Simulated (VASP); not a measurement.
# Rh (P6_3/mmc) in VASP: further runs

Runs on Rh. Level: PBE. Tasks: single point, relaxation of cell and atoms.

The COD entry that gives the cell may itself be a prediction, so a difference from it is no test against experiment.

All numbers are computed with VASP 6.6.1; they aren't measurements. Logs are shortened: lines on timing, memory, paths and dates and some standing lists are left out, and cuts for length are marked.

## (1) The cell of the first run

Symmetry: P6_3/mmc, No. 194, hexagonal system. The conventional cell has a = 3.974 Å, b = 3.974 Å, c = 12.211 Å, α = 90.00°, β = 90.00°, γ = 120.00°. Within 3.2 Å of Rh (site symmetry 3m) lie 4 Rh at 2.39 to 2.41 Å. Within 3.1 Å of Rh (site symmetry 3m) lie 4 Rh at 2.38 to 2.39 Å.

## (2) Single point, PBE

INCAR

```
ALGO = Normal
EDIFF = 1E-6
ENCUT = 520
GGA = PE
ISIF = 2
ISMEAR = 0
LASPH = T
LCHARG = F
LREAL = F
LWAVE = F
NBANDS = 70
NELM = 100
PREC = Accurate
SIGMA = 0.1
```

KPOINTS

```
k-points
0
Gamma
  12 12 4
```

POSCAR

```
Rh
1.0
    3.9742169526      0.0000000000      0.0000000000
   -1.9871084763      3.4417728411      0.0000000000
    0.0000000000      0.0000000000     12.2114513270
Rh
8
Direct
    0.0000000000      0.0000000000      0.0986221693
    0.0000000000      0.0000000000      0.5986221693
    0.0000000000      0.0000000000      0.4013778307
    0.0000000000      0.0000000000      0.9013778307
    0.3333333333      0.6666666667      0.1525162494
    0.6666666667      0.3333333333      0.6525162494
    0.3333333333      0.6666666667      0.3474837506
    0.6666666667      0.3333333333      0.8474837506
```

Potentials or basis: VASP PAW PBE potentials, release 64 (Rh_pv).

Started as:

```sh
cat potpaw_PBE.64/Rh_pv/POTCAR > POTCAR
mpirun -np 1 vasp_std > vasp.out
```

OUTCAR:

```text
EDIFF = 1E-6
   ENCUT = 520
   GGA = PE
   ISIF = 2
   ISMEAR = 0
   LASPH = T
   LREAL = F
   NELM = 100
   PREC = Accurate

 ion  position               nearest neighbor table
   1  0.000  0.000  0.099-   5 2.39   5 2.39   5 2.39   4 2.41
   2  0.000  0.000  0.599-   6 2.39   6 2.39   6 2.39   3 2.41
   3  0.000  0.000  0.401-   7 2.39   7 2.39   7 2.39   2 2.41
   4  0.000  0.000  0.901-   8 2.39   8 2.39   8 2.39   1 2.41
   5  0.333  0.667  0.153-   7 2.38   1 2.39   1 2.39   1 2.39
   6  0.667  0.333  0.653-   8 2.38   2 2.39   2 2.39   2 2.39
   7  0.333  0.667  0.347-   5 2.38   3 2.39   3 2.39   3 2.39
   8  0.667  0.333  0.847-   6 2.38   4 2.39   4 2.39   4 2.39

  LATTYP: Found a hexagonal cell.
 ALAT       =     3.9742169526
 C/A-ratio  =     3.0726685213

  Lattice vectors:

 A1 = (   3.9742169526,   0.0000000000,   0.0000000000)
 A2 = (  -1.9871084763,   3.4417728411,   0.0000000000)
 A3 = (   0.0000000000,   0.0000000000,  12.2114513270)

Analysis of symmetry for initial positions (statically):
=====================================================================
 Subroutine PRICEL returns:
 Original cell was already a primitive cell.

 Routine SETGRP: Setting up the symmetry group for a
 hexagonal supercell.

 Subroutine GETGRP returns: Found 24 space group operations
 (whereof 12 operations were pure point group operations)
 out of a pool of 24 trial point group operations.

The static configuration has the point symmetry D_3d.
 The point group associated with its full space group is D_6h.

Analysis of symmetry for dynamics (positions and initial velocities):
=====================================================================
 Subroutine PRICEL returns:
 Original cell was already a primitive cell.

 Routine SETGRP: Setting up the symmetry group for a
 hexagonal supercell.

 Subroutine GETGRP returns: Found 24 space group operations
 (whereof 12 operations were pure point group operations)
 out of a pool of 24 trial point group operations.

The dynamic configuration has the point symmetry D_3d.
 The point group associated with its full space group is D_6h.

 Subroutine INISYM returns: Found 24 space group operations
 (whereof 12 operations are pure point group operations),
 and found     1 'primitive' translations

----------------------------------------------------------------------------------------

                                     Primitive cell

  volume of cell :     167.0325

  direct lattice vectors                    reciprocal lattice vectors
     3.974216953  0.000000000  0.000000000     0.251621895  0.145273969  0.000000000
    -1.987108476  3.441772841  0.000000000     0.000000000  0.290547937  0.000000000
     0.000000000  0.000000000 12.211451327     0.000000000  0.000000000  0.081890348

  length of vectors
     3.974216953  3.974216953 12.211451327     0.290547937  0.290547937  0.081890348

  position of ions in fractional coordinates (direct lattice)
     0.000000000  0.000000000  0.098622169
     0.000000000  0.000000000  0.598622169
     0.000000000  0.000000000  0.401377831
     0.000000000  0.000000000  0.901377831
     0.333333333  0.666666667  0.152516249
     0.666666667  0.333333333  0.652516249
     0.333333333  0.666666667  0.347483751
     0.666666667  0.333333333  0.847483751

  ion indices of the primitive-cell ions
   primitive index   ion index
                 1           1
                 2           2
                 3           3
                 4           4
                 5           5
                 6           6
                 7           7
                 8           8

----------------------------------------------------------------------------------------

 KPOINTS: k-points

Automatic generation of k-mesh.
 Grid dimensions read from file:
 generate k-points for:   12   12    4

 Generating k-lattice:

  Cartesian coordinates                     Fractional coordinates (reciprocal lattice)
     0.020968491  0.012106164  0.000000000     0.083333333  0.000000000  0.000000000
[... 45 lines left out ...]
   AEXX    =    0.0000 exact exchange contribution
   IVDW    =     0    specifies the selected vdW correction
   LEPSILON=     F    determine dielectric tensor
   LRPA    =     F    only Hartree local field effects (RPA)
 non-spin polarized calculation
 Gauss-broadening in eV      SIGMA  =   0.10
  energy-cutoff  :      520.00
  volume of cell :      167.03
 maximum number of plane-waves:      4558
 NGX is ok and might be reduce to    30
   NGX = 15   NGY = 15   NGZ = 45

 number of electron     120.0000049 magnetization

 Free energy of the ion-electron system (eV)
  ---------------------------------------------------
  ext. energy  EPLUGINS =         0.00000000
  ---------------------------------------------------
  free energy    TOTEN  =       -49.23423585 eV

  energy without entropy =      -49.16355200  energy(sigma->0) =      -49.19889393

 E-fermi :   6.3653     XC(G=0): -11.1263

 val. band max:        6.3630903036   @ k =   0.2500   0.0000   0.2500
 cond. band min:       6.3672939704   @ k =   0.3333   0.0000   0.2500
 fundamental gap:      0.0042036668
 Fermi energy:         6.3653045106

 k-point     1 :       0.0000    0.0000    0.0000
  band No.  band energies     occupation
      1     -40.7885      2.00000
      2     -40.7885      2.00000
      3     -40.7613      2.00000
      4     -40.7613      2.00000
      5     -40.7565      2.00000
      6     -40.7565      2.00000
[... 62 lines left out ...]
     69       8.6139      0.00000
     70      13.3025      0.00000

 k-point     2 :       0.0833    0.0000    0.0000
  band No.  band energies     occupation
      1     -40.7956      2.00000
      2     -40.7931      2.00000
      3     -40.7659      2.00000
      4     -40.7655      2.00000
      5     -40.7610      2.00000
      6     -40.7550      2.00000
[... 62 lines left out ...]
     69       8.6123      0.00000
     70      13.3246      0.00000

 k-point     3 :       0.1667    0.0000    0.0000
  band No.  band energies     occupation
      1     -40.8071      2.00000
      2     -40.8053      2.00000
      3     -40.7779      2.00000
      4     -40.7734      2.00000
      5     -40.7731      2.00000
      6     -40.7500      2.00000
[... 1522 lines left out ...]
     69       9.4513      0.00000
     70      11.0456      0.00000

 k-point    24 :       0.3333    0.0000    0.2500
  band No.  band energies     occupation
      1     -40.8343      2.00000
      2     -40.8184      2.00000
      3     -40.8091      2.00000
      4     -40.7942      2.00000
      5     -40.7899      2.00000
      6     -40.7767      2.00000
[... 62 lines left out ...]
     69       9.3662      0.00000
     70       9.8354      0.00000

 [... further k-points ...]
[... 5 lines left out ...]
  --------------------------------------------------------------------------------------
  -------------------------------------------------------------------------------------
  Total        0.1538858      0.1538858      0.0710278      0.0000000      0.0000000      0.0000000
  in kB        1.4760738      1.4760738      0.6812992      0.0000000      0.0000000      0.0000000
  external PRESSURE =       1.2111490 kB  Pullay stress =       0.0000000 kB

 VOLUME and BASIS-vectors are now :
 -----------------------------------------------------------------------------
  energy-cutoff  :      520.00
  volume of cell :      167.03
      direct lattice vectors                 reciprocal lattice vectors
     3.974216953  0.000000000  0.000000000     0.251621895  0.145273969  0.000000000
    -1.987108476  3.441772841  0.000000000     0.000000000  0.290547937  0.000000000
     0.000000000  0.000000000 12.211451327     0.000000000  0.000000000  0.081890348

 POSITION                                       TOTAL-FORCE (eV/Angst)
 -----------------------------------------------------------------------------------
      0.00000      0.00000      1.20432         0.000000      0.000000     -0.001166
      0.00000      0.00000      7.31005        -0.000000      0.000000     -0.001166
      0.00000      0.00000      4.90141         0.000000      0.000000      0.001166
      0.00000      0.00000     11.00713         0.000000     -0.000000      0.001166
     -0.00000      2.29452      1.86244         0.000000      0.000000     -0.001178
      1.98711      1.14726      7.96817        -0.000000     -0.000000     -0.001178
     -0.00000      2.29452      4.24328         0.000000      0.000000      0.001178
      1.98711      1.14726     10.34901        -0.000000      0.000000      0.001178
 -----------------------------------------------------------------------------------
    total drift:                                0.000000      0.000000      0.000000

  FREE ENERGIE OF THE ION-ELECTRON SYSTEM (eV)
  ---------------------------------------------------
  free  energy   TOTEN  =       -49.2342358521 eV

  energy  without entropy=      -49.1635520049  energy(sigma->0) =      -49.19889393
```

Wall time 4.8 min (1 thread of Intel Xeon 6975P-C (Granite Rapids), shared host); peak memory 0.55 GiB.

What came out:

```yaml
Free_energy: -49.2342 eV
Pressure: 0.1 GPa
Band_gap_on_the_k_mesh: zero (band 60 reaches 6.93 eV, above the bottom of band 61 at 5.89 eV)
```

Stress tensor (GPa, compression positive):
```
0.15 0.00 0.00
0.00 0.15 0.00
0.00 0.00 0.07
```

## (3) Single point, PBE

This run uses another cell than the first one, of 12.33 Å³/atom, 0.590 times its volume.

INCAR

```
SYSTEM = Rh
PREC = Accurate
ENCUT = 520
EDIFF = 1E-6
ISMEAR = 0
SIGMA = 0.1
LREAL = .FALSE.
LASPH = .TRUE.
NELM = 100
ALGO = Fast
ISIF = 2
LWAVE = .FALSE.
LCHARG = .FALSE.
GGA = PE
NBANDS = 70
```

KPOINTS

```
Automatic mesh
0
G
  6 6 2
  0 0 0
```

POSCAR

```
Rh
1.0
    3.2669537231      0.0000000000      0.0000000000
   -1.6334768615      2.8292649171      0.0000000000
    0.0000000000      0.0000000000     10.6697739392
Rh
8
Direct
    0.0000000000      0.0000000000      0.0937500000
    0.0000000000      0.0000000000      0.5937500000
    0.0000000000      0.0000000000      0.4062500000
    0.0000000000      0.0000000000      0.9062500000
    0.3333333333      0.6666666667      0.1562500000
    0.6666666667      0.3333333333      0.6562500000
    0.3333333333      0.6666666667      0.3437500000
    0.6666666667      0.3333333333      0.8437500000
```

Potentials or basis: VASP PAW PBE potentials, release 64 (Rh_pv).

Started as:

```sh
cat potpaw_PBE.64/Rh_pv/POTCAR > POTCAR
mpirun -np 1 vasp_std > vasp.out
```

Wall time 39 s (1 thread of Intel Xeon 6975P-C (Granite Rapids), shared host); peak memory 0.22 GiB.

Results (log left out):

```yaml
Free_energy: -16.1515 eV
Pressure: 254.7 GPa
Largest_force: 0.264 eV/Å
Band_gap_on_the_k_mesh: zero (band 60 reaches 16.07 eV, above the bottom of band 61 at 14.60 eV)
```

Forces on the atoms (eV/Å):
```
Rh   0.000  0.000  0.264
Rh   0.000  0.000  0.264
Rh   0.000  0.000 -0.264
Rh   0.000  0.000 -0.264
Rh   0.000  0.000 -0.230
Rh   0.000  0.000 -0.230
Rh   0.000  0.000  0.230
Rh   0.000  0.000  0.230
```

Stress tensor (GPa, compression positive):
```
254.23   0.00   0.00
  0.00 254.23   0.00
  0.00   0.00 255.55
```

Levels at points of the mesh, in eV from the Fermi level:
```
           k point  band 58  band 59  band 60  band 61  band 62  band 63
(0.00, 0.00, 0.00)    -1.79    -1.54    -1.54     0.64     0.64     1.04
(0.50, 0.00, 0.00)    -0.24     0.11     0.24     0.42     0.50     0.84
(0.00, 0.00, 0.50)    -1.81    -1.81    -1.81     0.82     0.82     0.82
(0.50, 0.00, 0.50)    -0.64     0.20     0.20     0.48     0.48     1.01
```

Caveat: the k points lie up to 0.37 Å⁻¹ apart.

## (4) Single point, PBE

INCAR

```
SYSTEM = Rh
ALGO = Normal
EDIFF = 1E-6
ENCUT = 520
GGA = PE
ISIF = 2
ISMEAR = 0
LASPH = .TRUE.
LCHARG = .TRUE.
LELF = .TRUE.
LREAL = .FALSE.
LVHAR = .TRUE.
LWAVE = .FALSE.
NBANDS = 70
NELM = 100
PREC = Accurate
SIGMA = 0.1
```

KPOINTS

```
k-points
0
G
  6 6 2
  0 0 0
```

POSCAR

```
Rh
1.0
    3.9739115054      0.0000000000      0.0000000000
   -1.9869557527      3.4415083161      0.0000000000
    0.0000000000      0.0000000000     12.2111915884
Rh
8
Direct
    0.0000000000      0.0000000000      0.0985649993
    0.0000000000      0.0000000000      0.5985649993
    0.0000000000      0.0000000000      0.4014350007
    0.0000000000      0.0000000000      0.9014350007
    0.3333333333      0.6666666667      0.1524607775
    0.6666666667      0.3333333333      0.6524607775
    0.3333333333      0.6666666667      0.3475392225
    0.6666666667      0.3333333333      0.8475392225
```

Started as:

```sh
cat potpaw_PBE.64/Rh_pv/POTCAR > POTCAR
mpirun -np 1 vasp_std > vasp.out
```

It took 1.9 min on 1 thread of AMD EPYC 7R13 (Zen 3), shared host; peak memory 0.31 GiB.

Results (log left out):

- Free energy: -49.2538 eV
- Pressure: 0.1 GPa
- Largest force: 0.011 eV/Å
- Band gap on the k mesh: zero (band 60 reaches 6.93 eV, above the bottom of band 61 at 5.89 eV)

Forces on the atoms (eV/Å):
```
Rh   0.000  0.000  0.011
Rh   0.000  0.000  0.011
Rh   0.000  0.000 -0.011
Rh   0.000  0.000 -0.011
Rh   0.000  0.000 -0.006
Rh   0.000  0.000 -0.006
Rh   0.000  0.000  0.006
Rh   0.000  0.000  0.006
```

Levels at points of the mesh, in eV from the Fermi level:
| k point | band 58 | band 59 | band 60 | band 61 | band 62 | band 63 |
| --- | --- | --- | --- | --- | --- | --- |
| (0.00, 0.00, 0.00) | -1.10 | -0.69 | -0.41 | -0.26 | -0.26 | 0.11 |
| (0.50, 0.00, 0.00) | -0.09 | -0.06 | -0.02 | 0.26 | 0.35 | 0.41 |
| (0.00, 0.00, 0.50) | -1.28 | -1.01 | -1.01 | -0.10 | -0.10 | -0.10 |
| (0.50, 0.00, 0.50) | -0.08 | -0.04 | -0.04 | 0.29 | 0.29 | 0.34 |

## (5) Relaxation of cell and atoms, PBE

This run uses another cell than the first one, of 12.33 Å³/atom, 0.590 times its volume.

INCAR

```
SYSTEM = Rh
PREC = Accurate
ENCUT = 600
EDIFF = 1E-6
ISMEAR = 0
SIGMA = 0.1
LREAL = .False.
LASPH = .True.
NELM = 100
ALGO = Normal
ISIF = 3
LWAVE = .False.
LCHARG = .False.
GGA = PE
IBRION = 2
NSW = 90
EDIFFG = -0.04
```

KPOINTS

```
regular mesh
0
Gamma
  6 6 2
  0 0 0
```

POSCAR

```
Rh
1.0
    3.2669537231      0.0000000000      0.0000000000
   -1.6334768615      2.8292649171      0.0000000000
    0.0000000000      0.0000000000     10.6697739392
Rh
8
Direct
    0.0000000000      0.0000000000      0.0937500000
    0.0000000000      0.0000000000      0.5937500000
    0.0000000000      0.0000000000      0.4062500000
    0.0000000000      0.0000000000      0.9062500000
    0.3333333333      0.6666666667      0.1562500000
    0.6666666667      0.3333333333      0.6562500000
    0.3333333333      0.6666666667      0.3437500000
    0.6666666667      0.3333333333      0.8437500000
```

Started as:

```sh
cat potpaw_PBE.64/Rh_pv/POTCAR > POTCAR
mpirun -np 1 vasp_std > vasp.out
```

Wall time 32 min (1 thread of AMD EPYC 7R13 (Zen 3), shared host); peak memory 0.27 GiB.

It converged, with:

- Free energy: -49.1661 eV
- Relaxed volume: 20.82 Å³/atom
- Relaxed cell: a = 3.966 Å, b = 3.966 Å, c = 12.227 Å, α = 90.00°, β = 90.00°, γ = 120.00°
- Space group after relaxing (to 0.05 Å): P6_3/mmc (No. 194)
- Energy gained by relaxing: 4127.0 meV/atom
- Ionic steps: 19
- Pressure after relaxing: 0.1 GPa
- Largest force after relaxing: 0.023 eV/Å
- Band gap on the k mesh: zero (band 60 reaches 6.97 eV, above the bottom of band 61 at 5.94 eV)

Forces on the atoms (eV/Å):
```
Rh   0.000  0.000  0.006
Rh   0.000  0.000  0.006
Rh   0.000  0.000 -0.006
Rh   0.000  0.000 -0.006
Rh   0.000  0.000 -0.023
Rh   0.000  0.000 -0.023
Rh   0.000  0.000  0.023
Rh   0.000  0.000  0.023
```

Stress tensor (GPa, compression positive):
```
0.05 0.00 0.00
0.00 0.05 0.00
0.00 0.00 0.15
```

Step by step:
```csv
step,energy change (eV),largest force (eV/Å),pressure (GPa),volume (Å³)
1,0.0000,0.2628,254.61,98.62
2,94.0468,0.0922,-102.47,725.78
3,-32.1502,0.1162,-11.61,187.39
4,-32.6686,0.1267,-7.72,178.88
5,-32.9603,0.1447,1.53,165.42
6,-32.9689,0.1420,-0.17,167.45
7,-32.9786,0.2425,-0.19,167.49
8,-32.9807,0.1543,-0.20,167.48
9,-32.9859,0.1213,0.18,166.99
10,-32.9915,0.1711,1.17,165.75
11,-32.9934,0.1681,1.11,165.81
12,-32.9983,0.1573,0.94,165.97
13,-33.0064,0.1226,0.58,166.29
14,-33.0107,0.1977,-0.19,166.92
15,-33.0114,0.1487,0.04,166.74
16,-33.0133,0.1073,-0.06,166.81
17,-33.0149,0.0710,-0.25,166.98
18,-33.0155,0.0451,-0.08,166.73
19,-33.0157,0.0233,0.08,166.53
```

Final structure:
```
CELL_PARAMETERS angstrom
3.96564 0.00000 0.00000
-1.98282 3.43434 0.00000
0.00000 0.00000 12.22712
ATOMIC_POSITIONS crystal
Rh 0.00000 0.00000 0.09839
Rh 0.00000 0.00000 0.59839
Rh 0.00000 0.00000 0.40161
Rh 0.00000 0.00000 0.90161
Rh 0.33333 0.66667 0.15268
Rh 0.66667 0.33333 0.65268
Rh 0.33333 0.66667 0.34732
Rh 0.66667 0.33333 0.84732
```

Levels at points of the mesh, in eV from the Fermi level:
```csv
k point,band 57,band 58,band 59,band 60,band 61,band 62,band 63,band 64
"(0.00, 0.00, 0.00)",-1.09,-1.09,-0.73,-0.43,-0.25,-0.25,0.12,0.12
"(0.50, 0.00, 0.00)",-0.58,-0.09,-0.06,-0.02,0.26,0.35,0.40,0.53
"(0.00, 0.00, 0.50)",-1.27,-1.27,-1.05,-1.05,-0.09,-0.09,-0.09,-0.09
"(0.50, 0.00, 0.50)",-0.08,-0.08,-0.03,-0.03,0.30,0.30,0.33,0.33
```

Caveat: the k points lie up to 0.30 Å⁻¹ apart in the final cell; the volume moved by over 15 % at a fixed basis, so the end points are rough.

## (6) The runs side by side

| task | cell | k mesh | cutoff (eV) | gap on the mesh (eV) | pressure (GPa) | largest force (eV/Å) |
| --- | --- | --- | --- | --- | --- | --- |
| single point | a = 3.974, b = 3.974, c = 12.211 Å, angles 90.0, 90.0, 120.0°, 8 atoms | 12 × 12 × 4 | 520 | none | 0.1 | - |
| single point | a = 3.267, b = 3.267, c = 10.670 Å, angles 90.0, 90.0, 120.0°, 8 atoms | 6 × 6 × 2 | 520 | none | 254.7 | 0.26 |
| single point | a = 3.974, b = 3.974, c = 12.211 Å, angles 90.0, 90.0, 120.0°, 8 atoms | 6 × 6 × 2 | 520 | none | 0.1 | 0.01 |
| relaxation of cell and atoms | relaxed from a = 3.267, b = 3.267, c = 10.670 Å, angles 90.0, 90.0, 120.0°, 8 atoms | 6 × 6 × 2 | 600 | none | 0.1 | 0.02 |

Alike in all rows: level PBE; potentials or basis VASP PAW PBE potentials, release 64 (Rh_pv); no spin polarisation; smearing gaussian 0.1 eV.

Caveats: some runs use coarse meshes; the volume moved by over 15 % at a fixed basis, so the end points are rough (some runs).

Total energies depend on the potentials used, so only differences within one code and one set of settings carry meaning.
